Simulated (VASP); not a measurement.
A run of VASP 6.6.1 is set up as follows.

INCAR

```
PREC = Accurate ; ENCUT = 520
EDIFF = 1E-6 ; ISMEAR = -1
SIGMA = 0.08 ; LREAL = False
LASPH = True ; NELM = 60
ALGO = Normal ; ISIF = 2
LWAVE = False ; LCHARG = False
GGA = PE ; NBANDS = 13
```

File KPOINTS:

```
regular mesh
0
Gamma
  18 18 16
```

File POSCAR:

```
W
1.0
    2.6485176256      0.0000000000      0.0000000000
   -1.3242588128      2.2936835462      0.0000000000
    0.0000000000      0.0000000000      2.4495010592
W
1
Direct
    0.0000000000      0.0000000000      0.0000000000
```

Potentials or basis: VASP PAW PBE potentials, release 64 (W_sv).

The run is started by

```bash
$ cat potpaw_PBE.64/W_sv/POTCAR > POTCAR
$ mpirun -np 1 vasp_std > vasp.out
```

Q: Predict the band gap on the k mesh.

A: Zero (bands 7 and 8 overlap by 2.08 eV).

Q: What does it give for the pressure?

A: 53.9 GPa.

Stress tensor (GPa, compression positive):
```
53.35  0.00  0.00
 0.00 53.35  0.00
 0.00  0.00 54.92
```

Caveat: the cell stands under pressure; spin-orbit coupling is left out, which moves the levels of the heavy elements.
